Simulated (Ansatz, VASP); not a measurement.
AlAs: VASP beside Ansatz

The input INCAR:

```
SYSTEM = AlAs
PREC = Accurate
ENCUT = 500
EDIFF = 1E-6
ISMEAR = 0
SIGMA = 0.05
LREAL = .FALSE.
LASPH = .TRUE.
NELM = 120
ALGO = Normal
ISIF = 2
LWAVE = .FALSE.
LCHARG = .FALSE.
GGA = PE
NBANDS = 11
GGA_COMPAT = .FALSE.
```

The input KPOINTS:

```
Automatic mesh
0
G
  8 8 8
  0 0 0
```

The input POSCAR:

```
AlAs
1.0
    0.0000000000      2.7596400000      2.7596400000
    2.7596400000      0.0000000000      2.7596400000
    2.7596400000      2.7596400000      0.0000000000
Al As
1 1
Direct
    0.0000000000      0.0000000000      0.0000000000
    0.7500000000      0.7500000000      0.7500000000
```

Input for Ansatz:

```yaml
crystal:
  lattice:
    - [0.0, 2.75964, 2.75964]
    - [2.75964, 0.0, 2.75964]
    - [2.75964, 2.75964, 0.0]
  atoms:
    - { symbol: Al, position: [0.0, 0.0, 0.0] }
    - { symbol: As, position: [0.75, 0.75, 0.75] }
basis:
  ecutwfc: 420
kpoints:
  mp_grid: { grid: [8, 8, 8] }
hamiltonian:
  xc: pbe
scf:
  occupations: { method: gaussian, width: 0.05 }
output:
  forces: true
  stress: true
  eigenvalues: true
```

Change from the starting cell: strain -0.025 along x and y, -0.025 along z, atoms carried along.

Alike in both runs: task single point; functional PBE; k mesh 8 × 8 × 8; occupations gaussian, width 0.05 eV; no spin polarisation.

```csv
,VASP,Ansatz
version,VASP 6.6.1,Ansatz 0.2.0
potentials or method,"VASP PAW PBE potentials, release 64 (Al, As), cutoff 500 eV","scalar-relativistic, plane waves, PAW"
valence electrons in the cell,8,18
```

|  | VASP | Ansatz | Ansatz less VASP |
| --- | --- | --- | --- |
| gap on the k mesh at the Fermi level (eV) | 1.29 | 1.30 | +0.013 |
| least direct gap on the mesh (eV) | 2.68 | 2.67 | -0.011 |
| pressure (GPa) | 9.8 | 9.5 | -0.26 |

With one functional, cell and mesh, what is left measures potentials, basis and numerics. VASP's potentials hold 8 valence electrons a cell and Ansatz's 18, so a difference there can come from the potentials and not from the codes.
